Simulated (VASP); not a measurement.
# Al2Pt (Fm-3m) in VASP: single point with PBE

Aim: the single point of Al2Pt with PBE.

Program: VASP 6.6.1. These are calculated values, not measurements. Logs are shortened: lines on timing, memory, paths and dates and some standing lists are left out, and cuts for length are marked.

## (1) The cell of the first run

Symmetry: Fm-3m, No. 225, cubic system. The conventional cell has a = 5.946 Å, b = 5.946 Å, c = 5.946 Å, α = 90.00°, β = 90.00°, γ = 90.00°. Al (site symmetry -43m) has 4 Pt at 2.57 Å and 6 Al at 2.97 Å within 3.4 Å. Within 3.4 Å of Pt (site symmetry m-3m) lie 8 Al at 2.57 Å.

## (2) Single point, PBE

INCAR

```
SYSTEM = Al2Pt
PREC     = Accurate       ! precision mode
ENCUT    = 520            ! plane-wave cutoff, eV
EDIFF    = 1E-6           ! SCF threshold, eV
ISMEAR   = 0              ! smearing method
SIGMA    = 0.1            ! smearing width, eV
LREAL    = .FALSE.        ! projectors in reciprocal space
LASPH    = .TRUE.         ! aspherical terms in the spheres
NELM     = 80             ! most SCF steps
ALGO     = Fast           ! electronic algorithm
ISIF     = 2              ! what is computed and relaxed
LWAVE    = .FALSE.        ! write WAVECAR
LCHARG   = .FALSE.        ! write CHGCAR
GGA      = PE             ! functional
NBANDS   = 15             ! bands
```

KPOINTS

```
regular mesh
0
G
  12 12 12
  0 0 0
```

POSCAR

```
Al2Pt
1.0
    0.0000000000      2.9732041080      2.9732041080
    2.9732041080      0.0000000000      2.9732041080
    2.9732041080      2.9732041080      0.0000000000
Al Pt
2 1
Direct
    0.2500000000      0.2500000000      0.2500000000
    0.7500000000      0.7500000000      0.7500000000
    0.0000000000      0.0000000000      0.0000000000
```

Potentials or basis: VASP PAW PBE potentials, release 64 (Al, Pt).

Launch:

```bash
cat potpaw_PBE.64/Al/POTCAR potpaw_PBE.64/Pt/POTCAR > POTCAR
mpirun -np 1 vasp_std > vasp.out
```

OUTCAR:

```text
SYSTEM = Al2Pt
   PREC = Accurate
   ENCUT = 520
   EDIFF = 1E-6
   ISMEAR = 0
   LREAL = .FALSE.
   LASPH = .TRUE.
   NELM = 80
   ISIF = 2
   GGA = PE

 ion  position               nearest neighbor table
   1  0.250  0.250  0.250-   3 2.57   3 2.57   3 2.57   3 2.57   2 2.97   2 2.97   2 2.97   2 2.97
                             2 2.97   2 2.97
   2  0.750  0.750  0.750-   3 2.57   3 2.57   3 2.57   3 2.57   1 2.97   1 2.97   1 2.97   1 2.97
                             1 2.97   1 2.97
   3  0.000  0.000  0.000-   2 2.57   2 2.57   2 2.57   1 2.57   1 2.57   1 2.57   2 2.57   1 2.57

  LATTYP: Found a face centered cubic cell.
 ALAT       =     5.9464082160

  Lattice vectors:

 A1 = (   0.0000000000,   2.9732041080,   2.9732041080)
 A2 = (   2.9732041080,   0.0000000000,   2.9732041080)
 A3 = (   2.9732041080,   2.9732041080,   0.0000000000)

Analysis of symmetry for initial positions (statically):
=====================================================================
 Subroutine PRICEL returns:
 Original cell was already a primitive cell.

 Routine SETGRP: Setting up the symmetry group for a
 face centered cubic supercell.

 Subroutine GETGRP returns: Found 48 space group operations
 (whereof 48 operations were pure point group operations)
 out of a pool of 48 trial point group operations.

The static configuration has the point symmetry O_h .

Analysis of symmetry for dynamics (positions and initial velocities):
=====================================================================
 Subroutine PRICEL returns:
 Original cell was already a primitive cell.

 Routine SETGRP: Setting up the symmetry group for a
 face centered cubic supercell.

 Subroutine GETGRP returns: Found 48 space group operations
 (whereof 48 operations were pure point group operations)
 out of a pool of 48 trial point group operations.

The dynamic configuration has the point symmetry O_h .

 Subroutine INISYM returns: Found 48 space group operations
 (whereof 48 operations are pure point group operations),
 and found     1 'primitive' translations

----------------------------------------------------------------------------------------

                                     Primitive cell

  volume of cell :      52.5659

  direct lattice vectors                    reciprocal lattice vectors
     0.000000000  2.973204108  2.973204108    -0.168168744  0.168168744  0.168168744
     2.973204108  0.000000000  2.973204108     0.168168744 -0.168168744  0.168168744
     2.973204108  2.973204108  0.000000000     0.168168744  0.168168744 -0.168168744

  length of vectors
     4.204745573  4.204745573  4.204745573     0.291276809  0.291276809  0.291276809

  position of ions in fractional coordinates (direct lattice)
     0.250000000  0.250000000  0.250000000
     0.750000000  0.750000000  0.750000000
     0.000000000  0.000000000  0.000000000

  ion indices of the primitive-cell ions
   primitive index   ion index
                 1           1
                 2           2
                 3           3

----------------------------------------------------------------------------------------

 KPOINTS: regular mesh

Automatic generation of k-mesh.
 Grid dimensions read from file:
 generate k-points for:   12   12   12

 Generating k-lattice:

  Cartesian coordinates                     Fractional coordinates (reciprocal lattice)
    -0.014014062  0.014014062  0.014014062     0.083333333  0.000000000  0.000000000
     0.014014062 -0.014014062  0.014014062     0.000000000  0.083333333  0.000000000
     0.014014062  0.014014062 -0.014014062     0.000000000  0.000000000  0.083333333

  Length of vectors
     0.024273067  0.024273067  0.024273067

  Shift w.r.t. Gamma in fractional coordinates (k-lattice)
     0.000000000  0.000000000  0.000000000

 Subroutine IBZKPT returns following result:
 ===========================================

 Found     72 irreducible k-points:

 Following reciprocal coordinates:
            Coordinates               Weight
  0.000000  0.000000  0.000000      1.000000
  0.083333  0.000000  0.000000      8.000000
  0.166667  0.000000  0.000000      8.000000
  0.250000  0.000000  0.000000      8.000000
  0.333333  0.000000  0.000000      8.000000
  0.416667  0.000000  0.000000      8.000000
[... 16 lines left out ...]
  0.500000  0.166667  0.000000     24.000000
 -0.416667  0.166667  0.000000     24.000000
 [... further k-points ...]
   k-points           NKPTS =     72   k-points in BZ     NKDIM =     72   number of bands    NBANDS=     15
   number of dos      NEDOS =    301   number of ions     NIONS =      3
   total plane-waves  NPLWV =  32768
   dimension x,y,z NGX =    32 NGY =   32 NGZ =   32
   dimension x,y,z NGXF=    64 NGYF=   64 NGZF=   64
   ions per type =               2   1
   NGX,Y,Z   is equivalent  to a cutoff of  12.65, 12.65, 12.65 a.u.
   NGXF,Y,Z  is equivalent  to a cutoff of  25.30, 25.30, 25.30 a.u.
 SYSTEM =  Al2Pt
   PREC   = accura    normal or accurate (medium, high low for compatibility)
   ISTART =      0    job   : 0-new  1-cont  2-samecut
   ICHARG =      2    charge: 1-file 2-atom 10-const
   ISPIN  =      1    spin polarized calculation?
   LNONCOLLINEAR =      F non collinear calculations
   LSORBIT =      F    spin-orbit coupling
   LASPH  =      T    aspherical Exc in radial PAW
   ENCUT  =  520.0 eV  38.22 Ry    6.18 a.u.   7.82  7.82  7.82*2*pi/ulx,y,z
   NELM   =     80;   NELMIN=  2; NELMDL= -5     # of ELM steps
   EDIFF  = 0.1E-05   stopping-criterion for ELM
   LREAL  =      F    real-space projection
   EDIFFG = 0.1E-04   stopping-criterion for IOM
   NSW    =      0    number of steps for IOM
   IBRION =     -1    ionic relax: 0-MD 1-quasi-New 2-CG
   NFREE  =      0    steps in history (QN), initial steepest desc. (CG)
   ISIF   =      2    stress and relaxation
   ISYM   =      2    0-nonsym 1-usesym 2-fastsym
   POTIM  = 0.5000    time-step for ionic-motion
   TEBEG  =    0.0;   TEEND  =   0.0 temperature during run
   PSTRESS=    0.0 pullay stress
   NELECT =      16.0000    total number of electrons
   NUPDOWN=      -1.0000    fix difference up-down
   EMIN   =  10.00;   EMAX   =-10.00  energy-range for DOS
   EFERMI =   0.00;   METHOD = LEGACY
   ISMEAR =     0;   SIGMA  =   0.10  broadening in eV -4-tet -1-fermi 0-gaus
   EFERMI_NEDOS =   21; number of points for ismear=-14 and -15
   IALGO  =     68    algorithm
   IMIX   =      4    mixing-type and parameters
     AMIX     =   0.40;   BMIX     =  1.00
     AMIX_MAG =   1.60;   BMIX_MAG =  1.00
  volume/ion in A,a.u.               =      17.52       118.24
  Fermi-wavevector in a.u.,A,eV,Ry     =   1.101235  2.081033 16.500045  1.212719
  Thomas-Fermi vector in A             =   2.237659
   LORBIT       =      0    0 simple, 1 ext, 2 COOP (PROOUT), +10 PAW based schemes
   GGA     = PE    functional components
   LHFCALC =     F    Hartree Fock is set to
   AEXX    =    0.0000 exact exchange contribution
   IVDW    =     0    specifies the selected vdW correction
   LEPSILON=     F    determine dielectric tensor
   LRPA    =     F    only Hartree local field effects (RPA)
 non-spin polarized calculation
 RMM-DIIS sequential band-by-band and
 Gauss-broadening in eV      SIGMA  =   0.10
  energy-cutoff  :      520.00
  volume of cell :       52.57
 maximum number of plane-waves:      1430
   NGX = 15   NGY = 15   NGZ = 15

 number of electron      16.0000000 magnetization

 Free energy of the ion-electron system (eV)
  ---------------------------------------------------
  ext. energy  EPLUGINS =         0.00000000
  ---------------------------------------------------
  free energy    TOTEN  =       -16.25590352 eV

  energy without entropy =      -16.25006873  energy(sigma->0) =      -16.25298612

 E-fermi :   7.7126     XC(G=0): -10.6206

 val. band max:        7.6818134277   @ k =   0.2500   0.2500   0.0000
 cond. band min:       7.7164190931   @ k =   0.3333   0.2500   0.0000
 fundamental gap:      0.0346056654
 Fermi energy:         7.7125971217

 k-point     1 :       0.0000    0.0000    0.0000
  band No.  band energies     occupation
      1      -2.4147      2.00000
      2       2.7271      2.00000
      3       2.7271      2.00000
      4       2.7271      2.00000
      5       4.0625      2.00000
      6       4.0625      2.00000
      7      10.5013      0.00000
      8      11.4929      0.00000
      9      11.4929      0.00000
     10      11.4929      0.00000
     11      12.9902      0.00000
     12      12.9902      0.00000
     13      12.9902      0.00000
     14      13.9558      0.00000
     15      13.9558      0.00000

 k-point     2 :       0.0833    0.0000    0.0000
  band No.  band energies     occupation
      1      -2.3203      2.00000
      2       2.6688      2.00000
      3       2.7590      2.00000
      4       2.7590      2.00000
      5       4.0511      2.00000
      6       4.0511      2.00000
      7      10.1188      0.00000
      8      10.7754      0.00000
      9      11.2019      0.00000
     10      11.2019      0.00000
     11      13.3164      0.00000
     12      13.3164      0.00000
     13      13.6824      0.00000
     14      13.7690      0.00000
     15      13.7690      0.00000

 k-point     3 :       0.1667    0.0000    0.0000
  band No.  band energies     occupation
      1      -2.0416      2.00000
      2       2.5129      2.00000
      3       2.8424      2.00000
      4       2.8424      2.00000
      5       4.0324      2.00000
      6       4.0324      2.00000
      7       8.4435      0.00000
      8      10.6068      0.00000
      9      10.6068      0.00000
     10      11.0100      0.00000
     11      13.3672      0.00000
     12      13.3943      0.00000
     13      13.3943      0.00000
     14      14.0474      0.00000
     15      14.0474      0.00000

 k-point     4 :       0.2500    0.0000    0.0000
  band No.  band energies     occupation
      1      -1.5942      2.00000
      2       2.3006      2.00000
      3       2.9412      2.00000
      4       2.9412      2.00000
      5       4.0449      2.00000
      6       4.0449      2.00000
      7       6.8096      2.00000
      8       9.9376      0.00000
      9       9.9376      0.00000
     10      11.3201      0.00000
     11      13.0257      0.00000
     12      13.0946      0.00000
     13      13.0946      0.00000
     14      14.9381      0.00000
     15      14.9384      0.00000
[... 307 lines left out ...]
 k-point    22 :       0.4167    0.1667    0.0000
  band No.  band energies     occupation
      1      -0.4737      2.00000
      2       1.9212      2.00000
      3       3.0284      2.00000
      4       3.1960      2.00000
      5       3.9583      2.00000
      6       4.3255      2.00000
      7       4.9109      2.00000
      8       8.0423      0.00000
      9       8.0659      0.00000
     10      11.0579      0.00000
     11      13.5640      0.00000
     12      13.7349      0.00000
     13      14.1216      0.00000
     14      14.4668      0.00000
     15      17.8570      0.00000

 k-point    23 :       0.5000    0.1667    0.0000
  band No.  band energies     occupation
      1       0.0902      2.00000
      2       1.7307      2.00000
      3       2.9710      2.00000
      4       3.2318      2.00000
      5       4.0245      2.00000
      6       4.2502      2.00000
      7       4.2942      2.00000
      8       7.5411      1.98471
      9       8.0329      0.00001
     10      11.0665      0.00000
     11      13.4450      0.00000
     12      13.8389      0.00000
     13      14.2330      0.00000
     14      15.2378      0.00000
     15      17.6546      0.00000

 k-point    24 :      -0.4167    0.1667    0.0000
  band No.  band energies     occupation
      1       0.1965      2.00000
      2       1.7009      2.00000
      3       2.9433      2.00000
      4       3.2485      2.00000
      5       3.8171      2.00000
      6       4.1535      2.00000
      7       4.5175      2.00000
      8       7.1969      2.00000
      9       8.3392      0.00000
     10      11.1481      0.00000
     11      13.2507      0.00000
     12      13.5786      0.00000
     13      14.5372      0.00000
     14      16.3709      0.00000
     15      16.7938      0.00000

 [... further k-points ...]

------------------------ aborting loop because EDIFF is reached ----------------------------------------

  FORCE on cell =-STRESS in cart. coord.  units (eV):
  Direction    XX          YY          ZZ          XY          YZ          ZX
  --------------------------------------------------------------------------------------
  -------------------------------------------------------------------------------------
  Total       -0.0611330     -0.0611330     -0.0611330      0.0000000      0.0000000      0.0000000
  in kB       -1.8632986     -1.8632986     -1.8632986      0.0000000      0.0000000      0.0000000
  external PRESSURE =      -1.8632986 kB  Pullay stress =       0.0000000 kB

 VOLUME and BASIS-vectors are now :
 -----------------------------------------------------------------------------
  energy-cutoff  :      520.00
  volume of cell :       52.57
      direct lattice vectors                 reciprocal lattice vectors
     0.000000000  2.973204108  2.973204108    -0.168168744  0.168168744  0.168168744
     2.973204108  0.000000000  2.973204108     0.168168744 -0.168168744  0.168168744
     2.973204108  2.973204108  0.000000000     0.168168744  0.168168744 -0.168168744

 POSITION                                       TOTAL-FORCE (eV/Angst)
 -----------------------------------------------------------------------------------
      1.48660      1.48660      1.48660        -0.000000      0.000000     -0.000000
      4.45981      4.45981      4.45981        -0.000000      0.000000      0.000000
      0.00000      0.00000      0.00000         0.000000     -0.000000     -0.000000
 -----------------------------------------------------------------------------------
    total drift:                                0.000000     -0.000000      0.000000

  FREE ENERGIE OF THE ION-ELECTRON SYSTEM (eV)
  ---------------------------------------------------
  free  energy   TOTEN  =       -16.2559035167 eV

  energy  without entropy=      -16.2500687253  energy(sigma->0) =      -16.25298612
```

Wall time 50 s (1 thread of Intel Xeon Platinum 8488C (Sapphire Rapids), shared host); peak memory 0.21 GiB.

Results:

```
Free energy            : -16.2559 eV
Pressure               : -0.2 GPa
Band gap on the k mesh : zero (band 8 reaches 11.49 eV, above the bottom of band 9 at 6.11 eV)
```

Levels at points of the mesh, in eV from the Fermi level:
```
           k point  band 5  band 6  band 7  band 8  band 9  band 10  band 11  band 12
(0.00, 0.00, 0.00)   -3.65   -3.65    2.79    3.78    3.78     3.78     5.28     5.28
(0.50, 0.00, 0.00)   -3.68   -3.44   -3.44    0.99    0.99     3.71     5.05     5.05
(0.50, 0.50, 0.00)   -3.74   -3.39   -3.17   -1.60   -1.60     2.99     3.33     8.03
```

Caveat: spin-orbit coupling is left out, which moves the levels of the heavy elements.
